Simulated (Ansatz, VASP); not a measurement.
# Two plane-wave programs on Ta2Tl

```
Ta Tl
1.0
     0.00000    3.52690    3.52690
     3.52690    0.00000    3.52690
     3.52690    3.52690    0.00000
Ta Tl
2 1
Direct
  0.75000 0.75000 0.75000
  0.25000 0.25000 0.25000
  0.00000 0.00000 0.00000
```

Change from the starting cell: species swapped into the Ca2Pb type (Fm-3m, No. 225).

Alike in both runs: task relaxation of cell and atoms; functional PBE; k mesh 4 × 4 × 4; occupations gaussian, width 0.1 eV; no spin polarisation.

|  | VASP | Ansatz |
| --- | --- | --- |
| version | VASP 6.6.1 | Ansatz 0.2.0 |
| potentials or method | VASP PAW PBE potentials, release 64 (Ta_pv, Tl_d), cutoff 600 eV | scalar-relativistic, plane waves, PAW |
| valence electrons in the cell | 35 | 39 |

```tsv
	VASP	Ansatz	Ansatz less VASP
gap on the k mesh at the Fermi level, each at its own relaxed structure (eV)	none	none	-
relaxed volume (Å³/atom)	22.81	22.82	+0.007
relaxed length of the cell vector where the two differ most in proportion (Å)	4.591	4.592	+0.0005
```

A gap of «none» marks a metal or a gap that the smearing closes. VASP's potentials hold 35 valence electrons a cell and Ansatz's 39, so a difference there can come from the potentials and not from the codes.

The k mesh is coarse, so the values compare programs but aren't converged. Neither program's run includes spin-orbit coupling. Noted on VASP's run: the volume moved by over 15 % at a fixed basis, so the end points are rough.
